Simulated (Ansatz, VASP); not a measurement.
# Two plane-wave programs on CaSe

POSCAR

```
CaSe
1.0
    5.0056779906      0.0000000000      0.0000000000
   -2.5028389953      4.3350443030      0.0000000000
    0.0000000000      0.0000000000      5.8755389763
Ca Se
2 2
Direct
    0.3333333333      0.6666666667      0.2500000000
    0.6666666667      0.3333333333      0.7500000000
    0.6666666667      0.3333333333      0.2500000000
    0.3333333333      0.6666666667      0.7500000000
```

Contents of INCAR.step1:

```
SYSTEM = CaSe
PREC = Accurate ; ENCUT = 550
ISMEAR = 0 ; SIGMA = 0.01
LREAL = .FALSE. ; LASPH = .TRUE.
NELM = 120 ; NBANDS = 24
GGA = PE ; ALGO = Normal
EDIFF = 1E-5 ; LWAVE = .TRUE.
LCHARG = .FALSE. ; GGA_COMPAT = .FALSE.
```

File INCAR.step2:

```
SYSTEM = CaSe
PREC = Accurate ; ENCUT = 550
EDIFF = 1E-6 ; ISMEAR = 0
SIGMA = 0.01 ; LREAL = .FALSE.
LASPH = .TRUE. ; NELM = 120
ALGO = Normal ; ISIF = 2
LWAVE = .FALSE. ; LCHARG = .FALSE.
METAGGA = R2SCAN ; LMIXTAU = .TRUE.
NBANDS = 24 ; ISTART = 1
GGA_COMPAT = .FALSE.
```

The input KPOINTS:

```
Automatic mesh
0
G
  6 6 4
  0 0 0
```

Input for Ansatz:

```yaml
crystal:
  lattice:
    - [5.0056779906, 0.0, 0.0]
    - [-2.5028389953, 4.335044303, 0.0]
    - [0.0, 0.0, 5.8755389763]
  atoms:
    - { symbol: Ca, position: [0.3333333333, 0.6666666667, 0.25] }
    - { symbol: Ca, position: [0.6666666667, 0.3333333333, 0.75] }
    - { symbol: Se, position: [0.6666666667, 0.3333333333, 0.25] }
    - { symbol: Se, position: [0.3333333333, 0.6666666667, 0.75] }
kpoints:
  mp_grid: { grid: [6, 6, 4] }
hamiltonian:
  xc: r2scan
scf:
  occupations: { method: fixed }
output:
  optics:
    e_range: [2, 15]
    de: 0.05
    sigma: 0.05
    scissors: 2.5
    scheme: gaussian
    bands: { spectra_wanted_up_to: 15 }
```

Alike in both runs: task single point; functional r2SCAN; k mesh 6 × 6 × 4; no spin polarisation.

|  | VASP | Ansatz |
| --- | --- | --- |
| version | VASP 6.6.1 | Ansatz 0.2.0 |
| potentials or method | VASP PAW PBE potentials, release 64 (Ca_sv, Se) | plane waves, PAW |
| plane-wave cutoff (eV) | 550 | 500 |
| occupations | gaussian, width 0.01 eV | fixed |
| valence electrons in the cell | 32 | 52 |

```csv
,VASP,Ansatz,Ansatz less VASP
gap on the k mesh at the Fermi level (eV),2.89,2.89,+0.002
```

VASP's potentials were made for PBE, not for r2SCAN. VASP's potentials hold 32 valence electrons a cell and Ansatz's 52, so a difference there can come from the potentials and not from the codes.
